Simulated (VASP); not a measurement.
Write the native input for VASP 6.6.1 that does the following.

- Task: single point
- Functional: PBEsol
- Potentials or basis: VASP PAW PBE potentials, release 64 (Na_pv)
- Cutoff: 520 eV
- k mesh: 14 × 14 × 14
- Occupations: gaussian, width 0.1 eV
- Spin: no spin polarisation
- Dipole correction: no
- Further INCAR settings: ALGO = Fast; EDIFF = 1e-07; NBANDS = 10

The structure of Na lies in POSCAR:

```
Na
1.0
   -2.0848846317      2.0848846317      2.0848846317
    2.0848846317     -2.0848846317      2.0848846317
    2.0848846317      2.0848846317     -2.0848846317
Na
1
Direct
    0.0000000000      0.0000000000      0.0000000000
```

One way to write it, as run:

INCAR

```
  ALGO = Fast
  EDIFF = 1E-7
  ENCUT = 520
  GGA = PS
  ISIF = 2
  ISMEAR = 0
  LASPH = True
  LCHARG = True
  LELF = True
  LREAL = False
  LVHAR = True
  LWAVE = False
  NBANDS = 10
  NELM = 80
  PREC = Accurate
  SIGMA = 0.1
```

KPOINTS

```
k-points
0
Gamma
  14 14 14
```

Potentials or basis: VASP PAW PBE potentials, release 64 (Na_pv).

Command:

```sh
$ cat potpaw_PBE.64/Na_pv/POTCAR > POTCAR
$ mpirun -np 1 vasp_std > vasp.out
```

Results of the run:

The pressure is 0.1 GPa.

Caveat: the PAW data sets were made with another functional, which shifts forces and pressure a little.

Run time: 91 s on 1 thread of AMD EPYC 7R13, on a shared host, peak memory 0.13 GiB.
